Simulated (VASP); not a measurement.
# Ir (Fm-3m) in VASP: notebook

Ir is run at these levels: PBEsol, PBEsol+U; tasks: single point.

Program: VASP 6.6.1. These are calculated values, not measurements. Logs are shortened: lines on timing, memory, paths and dates and some standing lists are left out, and cuts for length are marked.

### 1 The cell of the first run

The structure is cubic, space group Fm-3m (No. 225). The conventional cell has a = 3.832 Å, b = 3.832 Å, c = 3.832 Å, α = 90.00°, β = 90.00°, γ = 90.00°. Ir (site symmetry m-3m) has 12 Ir at 2.71 Å within 3.6 Å.

### 2 Single point, PBEsol

Contents of INCAR:

```
  PREC = Accurate
  ENCUT = 500
  EDIFF = 1E-6
  ISMEAR = -1
  SIGMA = 0.15
  LREAL = F
  LASPH = T
  NELM = 120
  ALGO = Normal
  ISIF = 2
  LWAVE = F
  LCHARG = F
  GGA = PS
  NBANDS = 14
  GGA_COMPAT = F
```

Contents of KPOINTS:

```
regular mesh
0
Gamma
  20 20 20
```

Contents of POSCAR:

```
Ir
1.0
    0.0000000000      1.9161321445      1.9161321445
    1.9161321445      0.0000000000      1.9161321445
    1.9161321445      1.9161321445      0.0000000000
Ir
1
Direct
    0.0000000000      0.0000000000      0.0000000000
```

Potentials or basis: VASP PAW PBE potentials, release 64 (Ir_sv_GW).

Started as:

```console
cat potpaw_PBE.64/Ir_sv_GW/POTCAR > POTCAR
mpirun -np 1 vasp_std > vasp.out
```

OUTCAR:

```text
PREC = Accurate
   ENCUT = 500
   EDIFF = 1E-6
   ISMEAR = -1
   LREAL = F
   LASPH = T
   NELM = 120
   ISIF = 2
   GGA = PS

 ion  position               nearest neighbor table
   1  0.000  0.000  0.000-

  LATTYP: Found a face centered cubic cell.
 ALAT       =     3.8322642890

  Lattice vectors:

 A1 = (   0.0000000000,   1.9161321445,   1.9161321445)
 A2 = (   1.9161321445,   0.0000000000,   1.9161321445)
 A3 = (   1.9161321445,   1.9161321445,   0.0000000000)

Analysis of symmetry for initial positions (statically):
=====================================================================
 Subroutine PRICEL returns:
 Original cell was already a primitive cell.

 Routine SETGRP: Setting up the symmetry group for a
 face centered cubic supercell.

 Subroutine GETGRP returns: Found 48 space group operations
 (whereof 48 operations were pure point group operations)
 out of a pool of 48 trial point group operations.

The static configuration has the point symmetry O_h .

Analysis of symmetry for dynamics (positions and initial velocities):
=====================================================================
 Subroutine PRICEL returns:
 Original cell was already a primitive cell.

 Routine SETGRP: Setting up the symmetry group for a
 face centered cubic supercell.

 Subroutine GETGRP returns: Found 48 space group operations
 (whereof 48 operations were pure point group operations)
 out of a pool of 48 trial point group operations.

The dynamic configuration has the point symmetry O_h .

 Subroutine INISYM returns: Found 48 space group operations
 (whereof 48 operations are pure point group operations),
 and found     1 'primitive' translations

----------------------------------------------------------------------------------------

                                     Primitive cell

  volume of cell :      14.0704

  direct lattice vectors                    reciprocal lattice vectors
     0.000000000  1.916132144  1.916132144    -0.260942337  0.260942337  0.260942337
     1.916132144  0.000000000  1.916132144     0.260942337 -0.260942337  0.260942337
     1.916132144  1.916132144  0.000000000     0.260942337  0.260942337 -0.260942337

  length of vectors
     2.709820066  2.709820066  2.709820066     0.451965386  0.451965386  0.451965386

  position of ions in fractional coordinates (direct lattice)
     0.000000000  0.000000000  0.000000000

  ion indices of the primitive-cell ions
   primitive index   ion index
                 1           1
[... 73 lines left out ...]
   LREAL  =      F    real-space projection
   EDIFFG = 0.1E-04   stopping-criterion for IOM
   NSW    =      0    number of steps for IOM
   IBRION =     -1    ionic relax: 0-MD 1-quasi-New 2-CG
   NFREE  =      0    steps in history (QN), initial steepest desc. (CG)
   ISIF   =      2    stress and relaxation
   ISYM   =      2    0-nonsym 1-usesym 2-fastsym
   POTIM  = 0.5000    time-step for ionic-motion
   TEBEG  =    0.0;   TEEND  =   0.0 temperature during run
   PSTRESS=    0.0 pullay stress
   NELECT =      17.0000    total number of electrons
   NUPDOWN=      -1.0000    fix difference up-down
   EMIN   =  10.00;   EMAX   =-10.00  energy-range for DOS
   EFERMI =   0.00;   METHOD = LEGACY
   ISMEAR =    -1;   SIGMA  =   0.15  broadening in eV -4-tet -1-fermi 0-gaus
   EFERMI_NEDOS =   21; number of points for ismear=-14 and -15
   IALGO  =     38    algorithm
   IMIX   =      4    mixing-type and parameters
     AMIX     =   0.40;   BMIX     =  1.00
     AMIX_MAG =   1.60;   BMIX_MAG =  1.00
  volume/ion in A,a.u.               =      14.07        94.95
  Fermi-wavevector in a.u.,A,eV,Ry     =   1.743635  3.294993 41.365310  3.040264
  Thomas-Fermi vector in A             =   2.815670
   LORBIT       =      0    0 simple, 1 ext, 2 COOP (PROOUT), +10 PAW based schemes
   GGA     = PS    functional components
   LHFCALC =     F    Hartree Fock is set to
   AEXX    =    0.0000 exact exchange contribution
   IVDW    =     0    specifies the selected vdW correction
   LEPSILON=     F    determine dielectric tensor
   LRPA    =     F    only Hartree local field effects (RPA)
 non-spin polarized calculation
  energy-cutoff  :      500.00
  volume of cell :       14.07
 maximum number of plane-waves:       369
   NGX =  9   NGY =  9   NGZ =  9

 number of electron      17.0000000 magnetization

 Free energy of the ion-electron system (eV)
  ---------------------------------------------------
  ext. energy  EPLUGINS =         0.00000000
  ---------------------------------------------------
  free energy    TOTEN  =       -10.42920571 eV

  energy without entropy =      -10.36223510  energy(sigma->0) =      -10.39572040

 E-fermi :  12.8094     XC(G=0): -14.7408

 val. band max:       12.8069146289   @ k =   0.3000   0.2000   0.0000
 cond. band min:      12.8122580314   @ k =  -0.4000   0.4500   0.0500
 fundamental gap:      0.0053434025
 Fermi energy:        12.8093508501

 k-point     1 :       0.0000    0.0000    0.0000
  band No.  band energies     occupation
      1     -80.1678      2.00000
      2     -36.5696      2.00000
      3     -36.5696      2.00000
      4     -36.5696      2.00000
      5       1.6164      2.00000
      6       8.9165      2.00000
      7       8.9165      2.00000
      8       8.9165      2.00000
      9      11.6515      1.99911
     10      11.6515      1.99911
     11      26.4155      0.00000
     12      31.9485      0.00000
     13      31.9485      0.00000
     14      31.9485      0.00000
[... 377 lines left out ...]
      1     -80.1119      2.00000
      2     -37.2419      2.00000
      3     -36.6870      2.00000
      4     -36.6605      2.00000
      5       4.7188      2.00000
      6       8.9801      2.00000
      7       9.0918      2.00000
      8       9.7337      2.00000
      9      12.6722      1.42779
     10      13.4700      0.02416
     11      23.0258      0.00000
     12      27.3513      0.00000
     13      32.9668      0.00000
     14      34.5100      0.00000

 [... further k-points ...]
[... 5 lines left out ...]
  --------------------------------------------------------------------------------------
  -------------------------------------------------------------------------------------
  Total       -0.2880550     -0.2880550     -0.2880550      0.0000000     -0.0000000      0.0000000
  in kB      -32.8004426    -32.8004426    -32.8004426      0.0000000     -0.0000000      0.0000000
  external PRESSURE =     -32.8004426 kB  Pullay stress =       0.0000000 kB

 VOLUME and BASIS-vectors are now :
 -----------------------------------------------------------------------------
  energy-cutoff  :      500.00
  volume of cell :       14.07
      direct lattice vectors                 reciprocal lattice vectors
     0.000000000  1.916132144  1.916132144    -0.260942337  0.260942337  0.260942337
     1.916132144  0.000000000  1.916132144     0.260942337 -0.260942337  0.260942337
     1.916132144  1.916132144  0.000000000     0.260942337  0.260942337 -0.260942337

 POSITION                                       TOTAL-FORCE (eV/Angst)
 -----------------------------------------------------------------------------------
      0.00000      0.00000      0.00000        -0.000000      0.000000     -0.000000
 -----------------------------------------------------------------------------------
    total drift:                                0.000000      0.000000      0.000000

  FREE ENERGIE OF THE ION-ELECTRON SYSTEM (eV)
  ---------------------------------------------------
  free  energy   TOTEN  =       -10.4292057104 eV

  energy  without entropy=      -10.3622350988  energy(sigma->0) =      -10.39572040
```

stdout:

```text
POSCAR found type information on POSCAR Ir
 POSCAR found :  1 types and       1 ions
 scaLAPACK will be used
 -----------------------------------------------------------------------------
|                                                                             |
|                                                                             |
|     You enforced a specific xc type in the INCAR file but a different       |
|     I HOPE YOU KNOW WHAT YOU ARE DOING!                                     |
|                                                                             |
 -----------------------------------------------------------------------------

 LDA part: xc-table for (Slater+PW92), standard interpolation
 POSCAR, INCAR and KPOINTS ok, starting setup
 FFT: planning ... GRIDC
 FFT: planning ... GRID_SOFT
 FFT: planning ... GRID
 WAVECAR not read
 entering main loop
```

Wall time 48 s (1 thread of Intel Xeon Platinum 8259CL at 2.50GHz (Skylake/Cascade Lake), shared host); peak memory 0.17 GiB.

What came out:

```
Free energy : -10.4292 eV
Pressure    : -3.3 GPa
```

Caveat: the PAW data sets were made with another functional, which shifts forces and pressure a little; spin-orbit coupling is left out, which moves the levels of the heavy elements.

### 3 Single point, PBEsol+U

Contents of INCAR:

```
ALGO = Normal ; EDIFF = 1E-6
ENCUT = 500 ; GGA = PS
GGA_COMPAT = False ; ISIF = 2
ISMEAR = 0 ; LASPH = True
LCHARG = True ; LDAU = True
LDAUJ = 0 ; LDAUL = 2
LDAUPRINT = 1 ; LDAUTYPE = 2
LDAUU = 4 ; LELF = True
LMAXMIX = 4 ; LREAL = False
LVHAR = True ; LWAVE = False
NBANDS = 10 ; NELM = 200
PREC = Accurate ; SIGMA = 0.1
```

Contents of KPOINTS:

```
k-points
0
Gamma
  15 15 15
```

Contents of POSCAR:

```
Ir
1.0
    2.7083818999      0.0000000000      0.0000000000
   -1.3541909500      2.3455275285      0.0000000000
    1.3541909500      0.7818425095      2.2113845611
Ir
1
Direct
    0.0000000000      0.0000000000      0.0000000000
```

Potentials or basis: VASP PAW PBE potentials, release 64 (Ir).

Started as:

```console
cat potpaw_PBE.64/Ir/POTCAR > POTCAR
mpirun -np 1 vasp_std > vasp.out
```

It took 23 s on 1 thread of Intel Xeon 8259CL, shared host; peak memory 0.14 GiB.

Results (log left out):

```
Free energy : -5.8421 eV
Pressure    : -16.0 GPa
```

Levels at points of the mesh, in eV from the Fermi level:
```
           k point  band 1  band 2  band 3  band 4  band 5  band 6  band 7  band 8
(0.00, 0.00, 0.00)  -10.41   -3.80   -3.80   -3.80   -1.59   -1.59   15.16   20.80
```

Eigenvalues of the final occupation matrices:
```
    site  spin  trace               eigenvalues
site 1 d     1   3.68  0.68 0.68 0.68 0.82 0.82
site 1 d     2   3.68  0.68 0.68 0.68 0.82 0.82
```

Caveat: the PAW data sets were made with another functional, which shifts forces and pressure a little; spin-orbit coupling is left out, which moves the levels of the heavy elements; U without spin polarisation on a metal has little footing; the U is typed as a test and isn't derived for this compound.
